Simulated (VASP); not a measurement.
The system is Au.

```
Au
1.0
     2.90308    0.00000    0.00000
    -1.45154    2.51414    0.00000
     0.00000    0.00000    4.95291
Au
2
Direct
  0.66667 0.33333 0.75000
  0.33333 0.66667 0.25000
```

```yaml
Program: VASP 6.6.1
Task: relaxation of cell and atoms
Functional: PBE
Potentials_or_basis: VASP PAW PBE potentials, release 64 (Au)
Cutoff: 600 eV
k_mesh: 6 × 6 × 4
Occupations: gaussian, width 0.1 eV
Spin: no spin polarisation
```

At the start: pressure 0.4 GPa; volume 18.08 Å³/atom.

**Question.** Where does the relaxation end?

**Answer.** Over 6 steps the energy falls by 21.3 meV/atom and the volume is 18.14 Å³/atom (+0.4 %); space group P6_3/mmc (No. 194, to 0.05 Å).

The path:
| step | energy change (eV) | largest force (eV/Å) | pressure (GPa) | volume (Å³) |
| --- | --- | --- | --- | --- |
| 1 | 0.0000 | 0.0000 | 0.39 | 36.15 |
| 2 | -0.0374 | 0.0000 | -0.42 | 36.36 |
| 3 | -0.0423 | 0.0000 | -0.61 | 36.44 |
| 4 | -0.0423 | 0.0000 | -0.62 | 36.45 |
| 5 | -0.0420 | 0.0000 | 0.88 | 36.05 |
| 6 | -0.0427 | 0.0000 | -0.04 | 36.28 |

Final structure:
```
Au
1.0
     2.97508    0.00000    0.00000
    -1.48754    2.57649    0.00000
     0.00000    0.00000    4.73342
Au
2
Direct
  0.66667 0.33333 0.75000
  0.33333 0.66667 0.25000
```

Caveat: the k points lie up to 0.41 Å⁻¹ apart in the final cell.
